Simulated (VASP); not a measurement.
# ZrS: single point with PBEsol

The system is ZrS.

```
Zr S
1.0
     0.00000    2.62500    2.62500
     2.62500    0.00000    2.62500
     2.62500    2.62500    0.00000
Zr S
1 1
Direct
  0.00000 0.00000 0.00000
  0.50000 0.50000 0.50000
```

```yaml
Program: VASP 6.6.1
Task: single point
Functional: PBEsol
Potentials_or_basis: VASP PAW PBE potentials, release 64 (Zr_sv, S)
Cutoff: 520 eV
k_mesh: 7 × 7 × 7
Occupations: gaussian, width 0.4 eV
Spin: no spin polarisation
Dipole_correction: no
Further_INCAR_settings: ALGO = Normal; EDIFF = 1e-06; NBANDS = 16
```

| Item | Value |
| --- | --- |
| Pressure | -6.0 GPa |
| Band gap on the k mesh | zero (band 9 reaches 11.55 eV, above the bottom of band 10 at 9.24 eV) |

Levels at points of the mesh, in eV from the Fermi level:
| k point | band 5 | band 6 | band 7 | band 8 | band 9 | band 10 | band 11 | band 12 | band 13 | band 14 |
| --- | --- | --- | --- | --- | --- | --- | --- | --- | --- | --- |
| (0.00, 0.00, 0.00) | -15.76 | -3.45 | -3.45 | -3.45 | -1.31 | -1.31 | -1.31 | -0.63 | -0.63 | 1.85 |

Run time: 22 s on 1 thread of Intel Xeon 8259CL, on a shared host, peak memory 0.16 GiB.

Caveat: the PAW data sets were made with another functional, which shifts forces and pressure a little.
